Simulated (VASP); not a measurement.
Here is a VASP 6.6.1 calculation.

POSCAR

```
Ga
1.0
    3.8525683648      0.0000000000      0.0000000000
    0.0000000000      3.8525683648      0.0000000000
    0.0000000000      0.0000000000      3.8525683648
Ga
3
Direct
    0.5000000000      0.0000000000      0.5000000000
    0.0000000000      0.5000000000      0.5000000000
    0.5000000000      0.5000000000      0.0000000000
```

Contents of INCAR.step1:

```
PREC = Accurate ; ENCUT = 520
ISMEAR = 0 ; SIGMA = 0.1
LREAL = False ; LASPH = True
NELM = 60 ; NBANDS = 26
GGA = PE ; ALGO = Normal
EDIFF = 1E-4 ; LWAVE = True
LCHARG = False
```

INCAR.step2

```
PREC = Accurate ; ENCUT = 520
EDIFF = 1E-7 ; ISMEAR = 0
SIGMA = 0.1 ; LREAL = False
LASPH = True ; NELM = 60
ALGO = Normal ; ISIF = 2
LWAVE = False ; LCHARG = False
METAGGA = R2SCAN ; LMIXTAU = True
NBANDS = 26 ; ISTART = 1
```

KPOINTS

```
regular mesh
0
Gamma
  10 10 10
```

Potentials or basis: VASP PAW PBE potentials, release 64 (Ga_d).

The run is started by

```console
$ cat potpaw_PBE.64/Ga_d/POTCAR > POTCAR
$ cp INCAR.step1 INCAR
$ mpirun -np 1 vasp_std > vasp.out
$ cp INCAR.step2 INCAR
$ mpirun -np 1 vasp_std > vasp.out
```

Q: What does it give for the pressure?

A: 0.2 GPa.

Caveat: the PAW data sets were made with another functional, which shifts forces and pressure a little.
